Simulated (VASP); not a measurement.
# KI (Pm-3m) in VASP: settings compared, part 2 of 2

VASP 6.6.1. Earlier steps stand in the parts before.

### 5 Single point, PBE

INCAR reads:

```
PREC = Accurate
ENCUT = 500
EDIFF = 1E-6
ISMEAR = 1
SIGMA = 0.5
LREAL = F
LASPH = T
NELM = 120
ALGO = Normal
ISIF = 2
LWAVE = F
LCHARG = F
GGA = PE
NBANDS = 15
GGA_COMPAT = F
```

KPOINTS reads:

```
regular mesh
0
Gamma
  4 4 4
```

POSCAR reads:

```
KI
1.0
    4.2909401140      0.0000000000      0.0000000000
    0.0000000000      4.2909401140      0.0000000000
    0.0000000000      0.0000000000      4.2909401140
K I
1 1
Direct
    0.0000000000      0.0000000000      0.0000000000
    0.5000000000      0.5000000000      0.5000000000
```

Potentials or basis: VASP PAW PBE potentials, release 64 (K_sv, I).

Launch:

```sh
$ cat potpaw_PBE.64/K_sv/POTCAR potpaw_PBE.64/I/POTCAR > POTCAR
$ mpirun -np 1 vasp_std > vasp.out
```

OUTCAR:

```text
PREC = Accurate
   ENCUT = 500
   EDIFF = 1E-6
   ISMEAR = 1
   LREAL = F
   LASPH = T
   NELM = 120
   ISIF = 2
   GGA = PE

 ion  position               nearest neighbor table
   1  0.000  0.000  0.000-
   2  0.500  0.500  0.500-

  LATTYP: Found a simple cubic cell.
 ALAT       =     4.2909401140

  Lattice vectors:

 A1 = (   4.2909401140,   0.0000000000,   0.0000000000)
[... 347 lines left out ...]
     14       9.7253     -0.00000
     15      10.0327     -0.00000

------------------------ aborting loop because EDIFF is reached ----------------------------------------

  FORCE on cell =-STRESS in cart. coord.  units (eV):
  Direction    XX          YY          ZZ          XY          YZ          ZX
  --------------------------------------------------------------------------------------
  -------------------------------------------------------------------------------------
  Total        0.2694549      0.2694549      0.2694549      0.0000000      0.0000000     -0.0000000
  in kB        5.4643606      5.4643606      5.4643606      0.0000000      0.0000000     -0.0000000
  external PRESSURE =       5.4643606 kB  Pullay stress =       0.0000000 kB

 VOLUME and BASIS-vectors are now :
 -----------------------------------------------------------------------------
  energy-cutoff  :      500.00
  volume of cell :       79.01
      direct lattice vectors                 reciprocal lattice vectors
     4.290940114  0.000000000  0.000000000     0.233049163  0.000000000  0.000000000
     0.000000000  4.290940114  0.000000000     0.000000000  0.233049163  0.000000000
     0.000000000  0.000000000  4.290940114     0.000000000  0.000000000  0.233049163

 POSITION                                       TOTAL-FORCE (eV/Angst)
 -----------------------------------------------------------------------------------
      0.00000      0.00000      0.00000         0.000000      0.000000      0.000000
      2.14547      2.14547      2.14547         0.000000      0.000000      0.000000
 -----------------------------------------------------------------------------------
    total drift:                                0.000000      0.000000     -0.000000

  FREE ENERGIE OF THE ION-ELECTRON SYSTEM (eV)
  ---------------------------------------------------
  free  energy   TOTEN  =        -5.3934146670 eV

  energy  without entropy=       -5.4203906822  energy(sigma->0) =       -5.40240667
```

OSZICAR:

```text
N       E                     dE             d eps       ncg     rms          rms(c)
DAV:   1     0.886952523782E+02    0.88695E+02   -0.63619E+03   300   0.880E+02
DAV:   2    -0.427866876266E+00   -0.89123E+02   -0.83023E+02   377   0.215E+02
DAV:   3    -0.529092331819E+01   -0.48631E+01   -0.48396E+01   412   0.442E+01
DAV:   4    -0.550186976244E+01   -0.21095E+00   -0.21090E+00   438   0.867E+00
DAV:   5    -0.550355898818E+01   -0.16892E-02   -0.16892E-02   433   0.864E-01    0.269E+00
DAV:   6    -0.541057544361E+01    0.92984E-01   -0.67188E-02   377   0.174E+00    0.193E+00
DAV:   7    -0.539061446987E+01    0.19961E-01   -0.91726E-02   398   0.174E+00    0.743E-01
DAV:   8    -0.539320330937E+01   -0.25888E-02   -0.13879E-02   344   0.756E-01    0.147E-01
DAV:   9    -0.539333316276E+01   -0.12985E-03   -0.50121E-04   426   0.149E-01    0.714E-02
DAV:  10    -0.539339941150E+01   -0.66249E-04   -0.87765E-05   345   0.608E-02    0.143E-02
DAV:  11    -0.539341515699E+01   -0.15745E-04   -0.23289E-05   384   0.312E-02    0.167E-02
DAV:  12    -0.539341466703E+01    0.48996E-06   -0.71229E-07   347   0.653E-03
   1 F= -.53934147E+01 E0= -.54024067E+01  d E =0.269760E-01
```

stdout:

```text
POSCAR found type information on POSCAR K I
 POSCAR found :  2 types and       2 ions
 scaLAPACK will be used
 LDA part: xc-table for (Slater+PW92), standard interpolation
 POSCAR, INCAR and KPOINTS ok, starting setup
 FFT: planning ... GRIDC
 FFT: planning ... GRID_SOFT
 FFT: planning ... GRID
 WAVECAR not read
 entering main loop
```

Wall time 12 s (1 thread of Intel Xeon Platinum 8488C (Sapphire Rapids), shared host); peak memory 0.17 GiB.

Results:

```
Free energy            : -5.3934 eV
Pressure               : 0.5 GPa
Band gap on the k mesh : 3.33 eV, indirect (least direct gap 3.69 eV)
```

Levels at points of the mesh, in eV from the valence-band top:
| k point | band 4 | band 5 | band 6 | band 7 | band 8 | band 9 | band 10 | band 11 | band 12 | band 13 |
| --- | --- | --- | --- | --- | --- | --- | --- | --- | --- | --- |
| (0.00, 0.00, 0.00) | -12.84 | -11.16 | -0.36 | -0.36 | -0.36 | 3.33 | 4.76 | 4.76 | 8.38 | 8.38 |
| (0.50, 0.00, 0.00) | -12.83 | -10.86 | -2.29 | -0.29 | -0.29 | 5.48 | 6.18 | 7.05 | 7.05 | 8.66 |
| (0.50, 0.50, 0.00) | -12.82 | -10.81 | -1.71 | -1.71 | 0.00 | 3.91 | 5.69 | 6.79 | 6.79 | 9.06 |
| (0.50, 0.50, 0.50) | -12.90 | -10.64 | -1.66 | -1.66 | -1.66 | 5.63 | 5.63 | 5.63 | 8.84 | 8.84 |

Caveat: spin-orbit coupling is left out, which moves the levels of the heavy elements.

### 6 The runs side by side

| level | k mesh | cutoff (eV) | smearing | grid for exact exchange (PRECFOCK) | share of exact exchange | screening parameter | gap on the mesh (eV) | pressure (GPa) |
| --- | --- | --- | --- | --- | --- | --- | --- | --- |
| PBE-based screened hybrid | 4 × 4 × 4 | 520 | gaussian 0.01 eV | Normal | 0.5 | 0.5 1/Å | 4.27 | 0.2 |
| HSE06 | 4 × 4 × 4 | 520 | methfessel-paxton 0.05 eV | Normal | - | 0.2079 1/Å | 4.30 | 0.3 |
| PBE | 2 × 2 × 2 | 500 | gaussian 0.01 eV | - | - | - | 3.23 | 2.4 |
| PBE | 4 × 4 × 4 | 500 | methfessel-paxton 0.5 eV | - | - | - | 3.33 | 0.5 |

Alike in all rows: task single point; potentials or basis VASP PAW PBE potentials, release 64 (K_sv, I); no spin polarisation; cell as given.

Caveats: some runs use coarse meshes; spin-orbit coupling is left out, which moves the levels of the heavy elements; the PAW data sets were made with another functional, which shifts forces and pressure a little (some runs).

Absolute energies hang on the potentials; compare differences alone.
